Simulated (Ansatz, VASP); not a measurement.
## SiNi3: VASP beside Ansatz

File INCAR:

```
SYSTEM = SiNi3
PREC = Accurate
ENCUT = 520
EDIFF = 1E-6
ISMEAR = 0
SIGMA = 0.15
LREAL = .FALSE.
LASPH = .TRUE.
NELM = 80
ALGO = Fast
ISIF = 2
LWAVE = .FALSE.
LCHARG = .FALSE.
GGA = PE
NBANDS = 25
```

File KPOINTS:

```
regular mesh
0
G
  14 14 14
  0 0 0
```

Contents of POSCAR:

```
SiNi3
1.0
    3.5062596409      0.0000000000      0.0000000000
    0.0000000000      3.5062596409      0.0000000000
    0.0000000000      0.0000000000      3.3309466589
Si Ni
1 3
Direct
    0.0000000000      0.0000000000      0.0000000000
    0.0000000000      0.5000000000      0.5000000000
    0.5000000000      0.0000000000      0.5000000000
    0.5000000000      0.5000000000      0.0000000000
```

Input for Ansatz:

```yaml
crystal:
  lattice:
    - [3.5062596409, 0.0, 0.0]
    - [0.0, 3.5062596409, 0.0]
    - [0.0, 0.0, 3.3309466589]
  atoms:
    - { symbol: Si, position: [0.0, 0.0, 0.0] }
    - { symbol: Ni, position: [0.0, 0.5, 0.5] }
    - { symbol: Ni, position: [0.5, 0.0, 0.5] }
    - { symbol: Ni, position: [0.5, 0.5, 0.0] }
basis:
  ecutwfc: 420
kpoints:
  mp_grid: { grid: [14, 14, 14] }
hamiltonian:
  xc: pbe
scf:
  occupations: { method: gaussian, width: 0.15 }
output:
  forces: true
  stress: true
  eigenvalues: true
```

Change from the starting cell: strain +0.000 along x and y, -0.050 along z, atoms carried along.

Alike in both runs: task single point; functional PBE; k mesh 14 × 14 × 14; occupations gaussian, width 0.15 eV; no spin polarisation.

```csv
,VASP,Ansatz
version,VASP 6.6.1,Ansatz 0.2.0
potentials or method,"VASP PAW PBE potentials, release 64 (Si, Ni), cutoff 520 eV","scalar-relativistic, plane waves, PAW"
valence electrons in the cell,34,58
```

```tsv
	VASP	Ansatz	Ansatz less VASP
gap on the k mesh at the Fermi level (eV)	none	none	-
pressure (GPa)	12.5	12.6	+0.11
traceless stress, the component that is largest in VASP (GPa)	5.35	5.46	+0.114
```

A gap of «none» marks a metal or a gap that the smearing closes. VASP's potentials hold 34 valence electrons a cell and Ansatz's 58, so a difference there can come from the potentials and not from the codes.
